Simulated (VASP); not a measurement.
Input of a VASP 6.6.1 run:

File INCAR:

```
PREC = Accurate
ENCUT = 520
EDIFF = 1E-6
ISMEAR = 0
SIGMA = 0.1
LREAL = False
LASPH = True
NELM = 80
ALGO = Fast
ISIF = 2
LWAVE = False
LCHARG = False
GGA = PS
NBANDS = 14
```

The input KPOINTS:

```
regular mesh
0
Gamma
  16 16 16
```

Contents of POSCAR:

```
Bi
1.0
   -1.8962628657      1.8962628657      1.8962628657
    1.8962628657     -1.8962628657      1.8962628657
    1.8962628657      1.8962628657     -1.8962628657
Bi
1
Direct
    0.0000000000      0.0000000000      0.0000000000
```

Potentials or basis: VASP PAW PBE potentials, release 64 (Bi_d).

Launch:

```console
$ cat potpaw_PBE.64/Bi_d/POTCAR > POTCAR
$ mpirun -np 1 vasp_std > vasp.out
```

**Question.** Estimate the pressure.

**Answer.** 7.0 GPa.

**Question.** Estimate the band gap on the k mesh.

**Answer.** Zero (an odd number of electrons rules out a gap without spin polarisation).

Caveat: the cell stands under pressure; the PAW data sets were made with another functional, which shifts forces and pressure a little; spin-orbit coupling is left out, which moves the levels of the heavy elements.
